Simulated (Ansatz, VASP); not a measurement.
## ScTiF5 in VASP and in Ansatz

INCAR

```
  PREC = Accurate
  ENCUT = 520
  EDIFF = 1E-7
  ISMEAR = 0
  SIGMA = 0.2
  LREAL = False
  LASPH = True
  NELM = 150
  ALGO = Normal
  ISIF = 2
  LWAVE = False
  LCHARG = False
  ISPIN = 2
  MAGMOM = 0 0.84 0 0 0 0 0
  LORBIT = 11
  LMAXMIX = 4
  GGA = PE
  NBANDS = 42
```

Contents of KPOINTS:

```
regular mesh
0
Gamma
  6 4 4
```

The input POSCAR:

```
ScTiF5
1.0
    0.0000000000      0.0000000000      3.8927733359
    5.6766770756      0.0000000000      0.0000000000
    0.0000000000      5.6766770756      0.0000000000
Sc Ti F
1 1 5
Direct
    0.5000000000      0.0000000000      0.0000000000
    0.5000000000      0.5000000000      0.5000000000
    0.5000000000      0.7491673048      0.7491673048
    0.5000000000      0.2508326952      0.2508326952
    0.5000000000      0.2508326952      0.7491673048
    0.5000000000      0.7491673048      0.2508326952
    0.0000000000      0.5000000000      0.5000000000
```

Input for Ansatz:

```yaml
crystal:
  lattice:
    - [0.0, 0.0, 3.8927733359]
    - [5.6766770756, 0.0, 0.0]
    - [0.0, 5.6766770756, 0.0]
  atoms:
    - { symbol: Sc, position: [0.5, 0.0, 0.0] }
    - { symbol: Ti, position: [0.5, 0.5, 0.5], spin: 0.84 }
    - { symbol: F, position: [0.5, 0.7491673048, 0.7491673048] }
    - { symbol: F, position: [0.5, 0.2508326952, 0.2508326952] }
    - { symbol: F, position: [0.5, 0.2508326952, 0.7491673048] }
    - { symbol: F, position: [0.5, 0.7491673048, 0.2508326952] }
    - { symbol: F, position: [0.0, 0.5, 0.5] }
basis:
  ecutwfc: 420
kpoints:
  mp_grid: { grid: [6, 4, 4] }
hamiltonian:
  xc: pbe
scf:
  occupations: { method: gaussian, width: 0.2 }
  lower_state_search: "off"
output:
  forces: true
  stress: true
  eigenvalues: true
  populations: true
magnetization:
  spin_polarized: true
```

Alike in both runs: task single point; functional PBE; k mesh 6 × 4 × 4; occupations gaussian, width 0.2 eV; collinear spin.

|  | VASP | Ansatz |
| --- | --- | --- |
| version | VASP 6.6.1 | Ansatz 0.2.0 |
| potentials or method | VASP PAW PBE potentials, release 64 (Sc_sv, Ti_sv, F), cutoff 520 eV | scalar-relativistic, plane waves, PAW |
| valence electrons in the cell | 58 | 58 |

Ansatz gave:

* gap on the k mesh at the Fermi level (eV): none
* pressure (GPa): -0.1
* traceless stress, the component that is largest in VASP (GPa): -0.12
* rms of the force components (eV/Å): 0.026
* net moment per atom (μB): 0.15
* size of the moment on the site where the two differ most (μB): 0.75

**Question.** Which values does VASP return?

**Answer.** gap on the k mesh at the Fermi level (eV): none; pressure (GPa): 0.2; traceless stress, the component that is largest in VASP (GPa): -0.36; rms of the force components (eV/Å): 0.039; net moment per atom (μB): 0.15; size of the moment on the site where the two differ most (μB): 0.96.

Site moments also hang on the region over which each program counts them. Atom by atom the forces differ by 0.013 eV/Å (rms over components). A gap of «none» marks a metal or a gap that the smearing closes. With one functional, cell and mesh, what is left measures potentials, basis and numerics.
